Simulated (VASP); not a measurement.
# SiBBr (P6_3mc) in VASP: a series of runs

Runs on SiBBr. Level: PBE. Tasks: relaxation of cell and atoms.

Program: VASP 6.6.1. These are calculated values, not measurements. Logs are shortened: lines on timing, memory, paths and dates and some standing lists are left out, and cuts for length are marked.

### 1 The cell of the first run

Symmetry: P6_3mc, No. 186, hexagonal system. Conventional cell: a = 4.218 Å, b = 4.218 Å, c = 7.178 Å, α = 90.00°, β = 90.00°, γ = 120.00°. Si (site symmetry 3m) has 6 Br at 2.88 to 3.19 Å and 6 B at 2.92 to 3.14 Å and 2 Si at 3.59 Å within 3.8 Å. B (site symmetry 3m) has 4 Br at 2.48 to 3.14 Å and 6 Si at 2.92 to 3.14 Å within 3.3 Å. Within 3.3 Å of Br (site symmetry 3m) lie 4 B at 2.48 to 3.14 Å and 6 Si at 2.88 to 3.19 Å.

### 2 Relaxation of cell and atoms, PBE

File INCAR:

```
SYSTEM = SiBBr
ALGO = Normal ; EDIFF = 1E-7
EDIFFG = -0.04 ; ENCUT = 600
GGA = PE ; IBRION = 2
ISIF = 3 ; ISMEAR = 0
LASPH = .True. ; LCHARG = .False.
LREAL = .False. ; LWAVE = .False.
NELM = 100 ; NSW = 90
PREC = Accurate ; SIGMA = 0.1
```

File KPOINTS:

```
k-points
0
Gamma
  6 6 4
  0 0 0
```

File POSCAR:

```
SiBBr
1.0
    4.2175167400      0.0000000000      0.0000000000
   -2.1087583700      3.6524766400      0.0000000000
    0.0000000000      0.0000000000      7.1784429900
Si B Br
2 2 2
Direct
    0.0000000000      0.0000000000      0.2606871700
    0.0000000000      0.0000000000      0.7606871700
    0.6666666700      0.3333333300      0.9848936800
    0.3333333300      0.6666666700      0.4848936800
    0.3333333300      0.6666666700      0.0468191200
    0.6666666700      0.3333333300      0.5468191200
```

Potentials or basis: VASP PAW PBE potentials, release 64 (Si, B, Br).

The run is started by

```bash
cat potpaw_PBE.64/Si/POTCAR potpaw_PBE.64/B/POTCAR potpaw_PBE.64/Br/POTCAR > POTCAR
mpirun -np 1 vasp_std > vasp.out
```

OUTCAR:

```text
SYSTEM = SiBBr
   EDIFF = 1E-7
   EDIFFG = -0.04
   ENCUT = 600
   GGA = PE
   IBRION = 2
   ISIF = 3
   ISMEAR = 0
   LASPH = .True.
   LREAL = .False.
   NELM = 100
   NSW = 90
   PREC = Accurate

 ion  position               nearest neighbor table
   1  0.000  0.000  0.261-   5 2.88   5 2.88   5 2.88
   2  0.000  0.000  0.761-   6 2.88   6 2.88   6 2.88
   3  0.667  0.333  0.985-   5 2.48   5 2.48   5 2.48
   4  0.333  0.667  0.485-   6 2.48   6 2.48   6 2.48
   5  0.333  0.667  0.047-   3 2.48   3 2.48   3 2.48   1 2.88   1 2.88   1 2.88
   6  0.667  0.333  0.547-   4 2.48   4 2.48   4 2.48   2 2.88   2 2.88   2 2.88

  LATTYP: Found a hexagonal cell.
 ALAT       =     4.2175167400
 C/A-ratio  =     1.7020544156

  Lattice vectors:

 A1 = (   4.2175167400,   0.0000000000,   0.0000000000)
 A2 = (  -2.1087583700,   3.6524766400,   0.0000000000)
 A3 = (   0.0000000000,   0.0000000000,   7.1784429900)

Analysis of symmetry for initial positions (statically):
=====================================================================
 Subroutine PRICEL returns:
 Original cell was already a primitive cell.

 Routine SETGRP: Setting up the symmetry group for a
 hexagonal supercell.

 Subroutine GETGRP returns: Found 12 space group operations
 (whereof  6 operations were pure point group operations)
 out of a pool of 24 trial point group operations.

The static configuration has the point symmetry C_3v.
 The point group associated with its full space group is C_6v.

Analysis of symmetry for dynamics (positions and initial velocities):
=====================================================================
 Subroutine PRICEL returns:
 Original cell was already a primitive cell.

 Routine SETGRP: Setting up the symmetry group for a
 hexagonal supercell.

 Subroutine GETGRP returns: Found 12 space group operations
 (whereof  6 operations were pure point group operations)
 out of a pool of 24 trial point group operations.

The dynamic configuration has the point symmetry C_3v.
 The point group associated with its full space group is C_6v.

 Subroutine INISYM returns: Found 12 space group operations
 (whereof  6 operations are pure point group operations),
 and found     1 'primitive' translations

----------------------------------------------------------------------------------------

                                     Primitive cell

  volume of cell :     110.5795

  direct lattice vectors                    reciprocal lattice vectors
     4.217516740  0.000000000  0.000000000     0.237106350  0.136893415  0.000000000
    -2.108758370  3.652476640  0.000000000     0.000000000  0.273786830  0.000000000
     0.000000000  0.000000000  7.178442990     0.000000000  0.000000000  0.139305975

  length of vectors
     4.217516740  4.217516742  7.178442990     0.273786830  0.273786830  0.139305975

  position of ions in fractional coordinates (direct lattice)
     0.000000000  0.000000000  0.260687170
     0.000000000  0.000000000  0.760687170
     0.666666670  0.333333330  0.984893680
     0.333333330  0.666666670  0.484893680
     0.333333330  0.666666670  0.046819120
     0.666666670  0.333333330  0.546819120

  ion indices of the primitive-cell ions
   primitive index   ion index
                 1           1
                 2           2
                 3           3
                 4           4
                 5           5
                 6           6

----------------------------------------------------------------------------------------

 KPOINTS: k-points

Automatic generation of k-mesh.
 Grid dimensions read from file:
 generate k-points for:    6    6    4

 Generating k-lattice:

  Cartesian coordinates                     Fractional coordinates (reciprocal lattice)
     0.039517725  0.022815569  0.000000000     0.166666667  0.000000000  0.000000000
     0.000000000  0.045631138  0.000000000     0.000000000  0.166666667  0.000000000
     0.000000000  0.000000000  0.034826494     0.000000000  0.000000000  0.250000000

  Length of vectors
     0.045631138  0.045631138  0.034826494

  Shift w.r.t. Gamma in fractional coordinates (k-lattice)
     0.000000000  0.000000000  0.000000000

 Subroutine IBZKPT returns following result:
 ===========================================

 Found     21 irreducible k-points:

 Following reciprocal coordinates:
            Coordinates               Weight
  0.000000  0.000000  0.000000      1.000000
  0.166667  0.000000  0.000000      6.000000
  0.333333  0.000000  0.000000      6.000000
  0.500000  0.000000  0.000000      3.000000
  0.166667  0.166667  0.000000      6.000000
  0.333333  0.166667  0.000000     12.000000
[... 13 lines left out ...]
  0.333333  0.166667  0.500000     12.000000
  0.333333  0.333333  0.500000      2.000000
   k-points           NKPTS =     21   k-points in BZ     NKDIM =     21   number of bands    NBANDS=     18
   number of dos      NEDOS =    301   number of ions     NIONS =      6
   total plane-waves  NPLWV =  77760
   dimension x,y,z NGX =    36 NGY =   36 NGZ =   60
   dimension x,y,z NGXF=    72 NGYF=   72 NGZF=  120
   ions per type =               2   2   2
   NGX,Y,Z   is equivalent  to a cutoff of  14.19, 14.19, 13.90 a.u.
   NGXF,Y,Z  is equivalent  to a cutoff of  28.38, 28.38, 27.79 a.u.
 SYSTEM =  SiBBr
   PREC   = accura    normal or accurate (medium, high low for compatibility)
   ISTART =      0    job   : 0-new  1-cont  2-samecut
   ICHARG =      2    charge: 1-file 2-atom 10-const
   ISPIN  =      1    spin polarized calculation?
   LNONCOLLINEAR =      F non collinear calculations
   LSORBIT =      F    spin-orbit coupling
   LASPH  =      T    aspherical Exc in radial PAW
   ENCUT  =  600.0 eV  44.10 Ry    6.64 a.u.   8.42  8.42 14.34*2*pi/ulx,y,z
   NELM   =    100;   NELMIN=  2; NELMDL= -5     # of ELM steps
   EDIFF  = 0.1E-06   stopping-criterion for ELM
   LREAL  =      F    real-space projection
   EDIFFG = -.4E-01   stopping-criterion for IOM
   NSW    =     90    number of steps for IOM
   IBRION =      2    ionic relax: 0-MD 1-quasi-New 2-CG
   NFREE  =      1    steps in history (QN), initial steepest desc. (CG)
   ISIF   =      3    stress and relaxation
   ISYM   =      2    0-nonsym 1-usesym 2-fastsym
   POTIM  = 0.5000    time-step for ionic-motion
   TEBEG  =    0.0;   TEEND  =   0.0 temperature during run
   PSTRESS=    0.0 pullay stress
   NELECT =      28.0000    total number of electrons
   NUPDOWN=      -1.0000    fix difference up-down
   EMIN   =  10.00;   EMAX   =-10.00  energy-range for DOS
   EFERMI =   0.00;   METHOD = LEGACY
   ISMEAR =     0;   SIGMA  =   0.10  broadening in eV -4-tet -1-fermi 0-gaus
   EFERMI_NEDOS =   21; number of points for ismear=-14 and -15
   IALGO  =     38    algorithm
   IMIX   =      4    mixing-type and parameters
     AMIX     =   0.40;   BMIX     =  1.00
     AMIX_MAG =   1.60;   BMIX_MAG =  1.00
  volume/ion in A,a.u.               =      18.43       124.37
  Fermi-wavevector in a.u.,A,eV,Ry     =   1.035705  1.957198 14.594759  1.072684
  Thomas-Fermi vector in A             =   2.170061
   LORBIT       =      0    0 simple, 1 ext, 2 COOP (PROOUT), +10 PAW based schemes
   GGA     = PE    functional components
   LHFCALC =     F    Hartree Fock is set to
   AEXX    =    0.0000 exact exchange contribution
   IVDW    =     0    specifies the selected vdW correction
   LEPSILON=     F    determine dielectric tensor
   LRPA    =     F    only Hartree local field effects (RPA)
 conjugate gradient relaxation of ions
 non-spin polarized calculation
 Gauss-broadening in eV      SIGMA  =   0.10
  energy-cutoff  :      600.00
  volume of cell :      110.58
 maximum number of plane-waves:      3755
 NGX is ok and might be reduce to    36
   NGX = 17   NGY = 17   NGZ = 29

--------------------------------------- Ionic step        1  -------------------------------------------

 number of electron      28.0000000 magnetization

 Free energy of the ion-electron system (eV)
  ---------------------------------------------------
  ext. energy  EPLUGINS =         0.00000000
  ---------------------------------------------------
  free energy    TOTEN  =       -16.39502624 eV

  energy without entropy =      -16.38108500  energy(sigma->0) =      -16.38805562

------------------------ aborting loop because EDIFF is reached ----------------------------------------

  FORCE on cell =-STRESS in cart. coord.  units (eV):
  Direction    XX          YY          ZZ          XY          YZ          ZX
  --------------------------------------------------------------------------------------
  -------------------------------------------------------------------------------------
  Total       -0.8135467     -0.8135467     -1.7895592      0.0000000     -0.0000000      0.0000000
  in kB      -11.7874146    -11.7874147    -25.9287828      0.0000000     -0.0000000      0.0000000
  external PRESSURE =     -16.5012040 kB  Pullay stress =       0.0000000 kB
[... 101 lines left out ...]
  FREE ENERGIE OF THE ION-ELECTRON SYSTEM (eV)
  ---------------------------------------------------
  free  energy   TOTEN  =       -16.5378542568 eV

  energy  without entropy=      -16.5259235912  energy(sigma->0) =      -16.53188892

 E-fermi :   2.7523     XC(G=0):  -9.1346

 val. band max:        2.7395674821   @ k =   0.1667   0.0000   0.0000
 cond. band min:       2.7591736627   @ k =   0.1667   0.0000   0.0000
 fundamental gap:      0.0196061805
 Fermi energy:         2.7522825310

 k-point     1 :       0.0000    0.0000    0.0000
  band No.  band energies     occupation
      1     -11.8738      2.00000
      2     -11.7584      2.00000
      3      -7.2388      2.00000
      4      -6.5238      2.00000
      5      -1.8343      2.00000
      6       1.1913      2.00000
[... 418 lines left out ...]
      5      -3.6360      2.00000
      6      -3.6360      2.00000
[... 10 lines left out ...]
     17       5.0449      0.00000
     18       5.0449      0.00000

 E-fermi :   5.2356     XC(G=0): -10.0519

 val. band max:        5.2224206197   @ k =   0.1667   0.0000   0.0000
 cond. band min:       5.2455527148   @ k =   0.1667   0.0000   0.0000
 fundamental gap:      0.0231320951
 Fermi energy:         5.2356311598

 k-point     1 :       0.0000    0.0000    0.0000
  band No.  band energies     occupation
      1     -11.1151      2.00000
      2     -10.8607      2.00000
      3      -6.3262      2.00000
      4      -4.7140      2.00000
      5      -1.4584      2.00000
      6       2.7934      2.00000
[... 418 lines left out ...]
      5      -2.2829      2.00000
      6      -2.2829      2.00000
[... 10 lines left out ...]
     17       8.0215      0.00000
     18       8.0215      0.00000

[... ionic steps 4 to 37 ...]

--------------------------------------- Ionic step       38  -------------------------------------------

 number of electron      27.9999994 magnetization

------------------------ aborting loop because EDIFF is reached ----------------------------------------
[... 75 lines left out ...]
--------------------------------------- Ionic step       40  -------------------------------------------

 number of electron      28.0000001 magnetization

 Free energy of the ion-electron system (eV)
  ---------------------------------------------------
  ext. energy  EPLUGINS =         0.00000000
  ---------------------------------------------------
  free energy    TOTEN  =       -25.98015287 eV

  energy without entropy =      -25.97218514  energy(sigma->0) =      -25.97616901

 E-fermi :   4.5985     XC(G=0):  -9.6873

 val. band max:        4.5980010090   @ k =   0.0000   0.0000   0.5000
 cond. band min:       4.6080241690   @ k =   0.0000   0.0000   0.2500
 fundamental gap:      0.0100231600
 Fermi energy:         4.5985109069

 k-point     1 :       0.0000    0.0000    0.0000
  band No.  band energies     occupation
      1     -11.6456      2.00000
      2     -11.4952      2.00000
      3      -6.6870      2.00000
      4      -5.5717      2.00000
      5      -2.0218      2.00000
      6       1.1266      2.00000
[... 463 lines left out ...]
  FREE ENERGIE OF THE ION-ELECTRON SYSTEM (eV)
  ---------------------------------------------------
  free  energy   TOTEN  =       -25.9801528728 eV

  energy  without entropy=      -25.9721851428  energy(sigma->0) =      -25.97616901

 reached required accuracy - stopping structural energy minimisation
```

It took 9.8 min on 1 thread of Intel Xeon 6975P-C (Granite Rapids), shared host; peak memory 0.32 GiB.

Results:

- Free energy: -25.9802 eV
- Relaxed volume: 17.95 Å³/atom
- Relaxed cell: a = 3.523 Å, b = 3.523 Å, c = 10.016 Å, α = 90.00°, β = 90.00°, γ = 120.00°
- Space group after relaxing (to 0.05 Å): P6_3mc (No. 186)
- Energy gained by relaxing: 1597.5 meV/atom
- Ionic steps: 40
- Pressure after relaxing: -0.2 GPa
- Largest force after relaxing: 0.027 eV/Å
- Band gap on the k mesh: zero (band 14 reaches 4.61 eV, above the bottom of band 15 at 4.52 eV)

Forces on the atoms (eV/Å):
```
Si   0.000  0.000 -0.027
Si   0.000  0.000 -0.027
B    0.000  0.000  0.014
B    0.000  0.000  0.014
Br   0.000  0.000  0.013
Br   0.000  0.000  0.013
```

Stress tensor (GPa, compression positive):
```
-0.26  0.00  0.00
 0.00 -0.26  0.00
 0.00  0.00  0.02
```

The path:
| step | energy change (eV) | largest force (eV/Å) | pressure (GPa) | volume (Å³) |
| --- | --- | --- | --- | --- |
| 1 | 0.0000 | 0.4154 | -1.65 | 110.58 |
| 2 | -0.0611 | 0.4893 | -0.81 | 107.57 |
| 3 | -0.1428 | 0.6516 | 2.81 | 98.83 |
| 4 | -0.1727 | 0.6699 | 3.12 | 98.34 |
| 5 | -0.2574 | 0.7023 | 4.16 | 96.87 |
| 6 | -0.4091 | 0.7780 | 6.43 | 93.96 |
| 7 | -0.5409 | 0.9708 | 13.74 | 88.30 |
| 8 | -0.5708 | 0.9841 | 13.94 | 88.29 |
| 9 | -0.6597 | 1.0215 | 14.55 | 88.27 |
| 10 | -0.8356 | 1.1298 | 15.72 | 88.22 |
| 11 | -1.1720 | 1.1974 | 17.88 | 88.12 |
| 12 | -1.0421 | 1.3243 | 22.72 | 87.92 |
| 13 | -1.3114 | 1.1032 | 18.96 | 88.06 |
| 14 | -1.3380 | 0.8589 | 20.01 | 88.01 |
| 15 | -1.6889 | 0.7085 | 16.76 | 91.21 |
| 16 | -1.9021 | 2.2041 | 10.55 | 101.29 |
| 17 | -1.9675 | 1.5112 | 11.80 | 98.24 |
| 18 | -2.3260 | 1.2206 | 8.16 | 101.50 |
| 19 | -2.8750 | 1.4566 | 0.90 | 111.18 |
| 20 | -2.9074 | 1.5314 | -5.46 | 131.97 |
| 21 | -2.9956 | 1.6433 | -3.95 | 124.36 |
| 22 | -3.4856 | 1.7077 | -4.53 | 125.22 |
| 23 | -5.2997 | 1.8098 | -7.04 | 126.60 |
| 24 | -8.1405 | 1.1874 | -8.95 | 124.40 |
| 25 | -8.6517 | 1.0534 | 1.67 | 107.71 |
| 26 | -8.7165 | 1.0750 | -1.58 | 111.40 |
| 27 | -8.9876 | 1.0855 | -0.41 | 107.83 |
| 28 | -9.2426 | 0.5691 | 6.29 | 97.19 |
| 29 | -9.2858 | 0.9951 | 2.97 | 101.10 |
| 30 | -9.2982 | 0.9054 | 3.91 | 99.82 |
| 31 | -9.4602 | 0.2556 | 1.56 | 102.51 |
| 32 | -9.4664 | 0.0725 | 1.16 | 103.12 |
| 33 | -9.5506 | 0.2058 | -0.19 | 105.30 |
| 34 | -9.5552 | 0.2786 | -0.57 | 106.02 |
| 35 | -9.5553 | 0.2687 | -0.52 | 105.92 |
| 36 | -9.5664 | 0.1878 | 0.25 | 105.35 |
| 37 | -9.5694 | 0.1372 | 0.92 | 104.87 |
| 38 | -9.5777 | 0.0887 | 0.64 | 105.64 |
| 39 | -9.5821 | 0.0831 | 0.27 | 106.77 |
| 40 | -9.5851 | 0.0271 | -0.16 | 107.67 |

Final structure:
```
Si B Br
1.0
     3.52323    0.00000    0.00000
    -1.76162    3.05121    0.00000
     0.00000    0.00000   10.01577
Si B Br
2 2 2
Direct
  0.00000 0.00000 0.35338
  0.00000 0.00000 0.85338
  0.66667 0.33333 0.82849
  0.33333 0.66667 0.32849
  0.33333 0.66667 0.11053
  0.66667 0.33333 0.61053
```

### 3 Relaxation of cell and atoms, PBE

This run uses another cell than the first one, of 18.01 Å³/atom, 0.977 times its volume.

File INCAR:

```
SYSTEM = SiBBr
PREC = Accurate
ENCUT = 600
EDIFF = 1E-7
ISMEAR = 0
SIGMA = 0.1
LREAL = .FALSE.
LASPH = .TRUE.
NELM = 100
ALGO = Normal
ISIF = 3
LWAVE = .FALSE.
LCHARG = .FALSE.
GGA = PE
IBRION = 2
NSW = 100
EDIFFG = -0.01
```

File KPOINTS:

```
Automatic mesh
0
G
  12 12 4
  0 0 0
```

File POSCAR:

```
SiBBr
1.0
    3.5203427699      0.0000000000      0.0000000000
   -1.7601713849      3.0487062687      0.0000000000
    0.0000000000      0.0000000000     10.0707522876
Si B Br
2 2 2
Direct
    0.0000000000      0.0000000000      0.3521507337
    0.0000000000      0.0000000000      0.8521507337
    0.6666666667      0.3333333333      0.8285271051
    0.3333333333      0.6666666667      0.3285271051
    0.3333333333      0.6666666667      0.1117221312
    0.6666666667      0.3333333333      0.6117221312
```

Potentials or basis: VASP PAW PBE potentials, release 64 (Si, B, Br).

The run is started by

```bash
cat potpaw_PBE.64/Si/POTCAR potpaw_PBE.64/B/POTCAR potpaw_PBE.64/Br/POTCAR > POTCAR
mpirun -np 1 vasp_std > vasp.out
```

It took 2.9 min on 1 thread of Intel Xeon 6975P-C (Granite Rapids), shared host; peak memory 0.34 GiB.

Results (log left out):

- Free energy: -25.9966 eV
- Relaxed volume: 17.94 Å³/atom
- Relaxed cell: a = 3.522 Å, b = 3.522 Å, c = 10.018 Å, α = 90.00°, β = 90.00°, γ = 120.00°
- Space group after relaxing (to 0.05 Å): P6_3mc (No. 186)
- Energy gained by relaxing: 0.1 meV/atom
- Ionic steps: 7
- Pressure after relaxing: 0.0 GPa
- Band gap on the k mesh: zero (band 14 reaches 4.62 eV, above the bottom of band 15 at 4.50 eV)

Forces in eV/Å, atoms in the order of the input:
```
Si   0.000  0.000  0.002
Si   0.000  0.000  0.002
B    0.000  0.000 -0.002
B    0.000  0.000 -0.002
Br   0.000  0.000  0.000
Br   0.000  0.000  0.000
```

The path:
```tsv
step	energy change (eV)	largest force (eV/Å)	pressure (GPa)	volume (Å³)
1	0.0000	0.0100	-0.04	108.08
2	-0.0002	0.0256	-0.02	108.01
3	-0.0002	0.0265	-0.02	108.00
4	-0.0003	0.0225	-0.02	107.95
5	-0.0005	0.0108	-0.01	107.78
6	-0.0005	0.0125	0.00	107.43
7	-0.0006	0.0024	0.00	107.61
```

Final structure:
```cif
data_structure
_symmetry_space_group_name_H-M 'P 1'
_symmetry_Int_Tables_number 1
_cell_length_a 3.5219
_cell_length_b 3.5219
_cell_length_c 10.0183
_cell_angle_alpha 90.000
_cell_angle_beta 90.000
_cell_angle_gamma 120.000
_cell_volume 107.61
loop_
_atom_site_label
_atom_site_type_symbol
_atom_site_fract_x
_atom_site_fract_y
_atom_site_fract_z
_atom_site_occupancy
Si1 Si 0.00000 0.00000 0.35287 1
Si2 Si 0.00000 0.00000 0.85287 1
B1 B 0.66667 0.33333 0.82865 1
B2 B 0.33333 0.66667 0.32865 1
Br1 Br 0.33333 0.66667 0.11087 1
Br2 Br 0.66667 0.33333 0.61087 1
```

Levels at points of the mesh, in eV from the Fermi level:
```csv
k point,band 10,band 11,band 12,band 13,band 14,band 15,band 16,band 17,band 18
"(0.00, 0.00, 0.00)",-1.87,-1.05,0.01,0.01,0.04,0.04,2.44,3.64,3.76
"(0.50, 0.00, 0.00)",-3.32,-3.19,-2.75,-1.66,-0.65,0.81,1.79,2.29,2.69
"(0.00, 0.00, 0.50)",-1.90,0.03,0.03,0.03,0.03,0.98,0.98,3.63,3.63
"(0.50, 0.00, 0.50)",-3.13,-3.10,-3.10,-1.10,-1.10,0.84,0.84,2.39,2.39
```
